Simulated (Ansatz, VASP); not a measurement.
## Zn: VASP beside Ansatz

```
Zn
1.0
     2.72676    0.00000    0.00000
    -1.36338    2.36144    0.00000
     0.00000    0.00000    5.12459
Zn
2
Direct
  0.33333 0.66667 0.25000
  0.66667 0.33333 0.75000
```

Alike in both runs: task single point; functional RPBE; k mesh 22 × 22 × 10; occupations fermi-dirac, width 0.1 eV; no spin polarisation.

|  | VASP | Ansatz |
| --- | --- | --- |
| version | VASP 6.6.1 | Ansatz 0.2.0 |
| potentials or method | VASP PAW PBE potentials, release 64 (Zn), cutoff 520 eV | plane waves (420 eV) with PAW, scalar-relativistic |
| valence electrons in the cell | 24 | 24 |

VASP gave:

- pressure (GPa): -1.8
- traceless stress, the component that is largest in VASP (GPa): 0.81

Problem. What did Ansatz give for the same quantities?

Solution. Pressure (GPa): -2.1; traceless stress, the component that is largest in VASP (GPa): 0.95.

VASP's potentials were made for PBE, not for RPBE.
